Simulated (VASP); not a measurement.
Wanted: the native input for a VASP 6.6.1 run.

```yaml
Task: single point
Functional: PBE
Potentials_or_basis: VASP PAW PBE potentials, release 64 (Ge_d)
Cutoff: 520 eV
k_mesh: 9 × 9 × 9
Occupations: fermi-dirac, width 0.05 eV
Spin: no spin polarisation
Dipole_correction: no
Further_INCAR_settings: ALGO = Normal; EDIFF = 1e-06; NBANDS = 21
```

The structure of Ge lies in POSCAR:

```
Ge
1.0
    0.0000000000      2.9970826658      2.9970826658
    2.9970826658      0.0000000000      2.9970826658
    2.9970826658      2.9970826658      0.0000000000
Ge
2
Direct
    0.5000000000      0.5000000000      0.5000000000
    0.7500000000      0.7500000000      0.7500000000
```

This cell differs from its parent crystal: volume scaled by 1.12.

These files were run (other wordings do the same):

INCAR

```
SYSTEM = Ge
  PREC = Accurate
  ENCUT = 520
  EDIFF = 1E-6
  ISMEAR = -1
  SIGMA = 0.05
  LREAL = .FALSE.
  LASPH = .TRUE.
  NELM = 60
  ALGO = Normal
  ISIF = 2
  LWAVE = .FALSE.
  LCHARG = .TRUE.
  GGA = PE
  LELF = .TRUE.
  LVHAR = .TRUE.
  NBANDS = 21
```

KPOINTS

```
Automatic mesh
0
G
  9 9 9
  0 0 0
```

Potentials or basis: VASP PAW PBE potentials, release 64 (Ge_d).

Run with:

```console
$ cat potpaw_PBE.64/Ge_d/POTCAR > POTCAR
$ mpirun -np 1 vasp_std > vasp.out
```

It gave:

| Property | Result |
| --- | --- |
| Pressure | -5.2 GPa |
| Band gap on the k mesh | zero (band 14 reaches 3.45 eV, above the bottom of band 15 at 3.19 eV) |

Run time: 22 s on 1 thread of Intel(R) Xeon(R) Platinum 8259CL CPU @ 2.50GHz (Skylake/Cascade Lake) (shared host), peak memory 0.18 GiB.
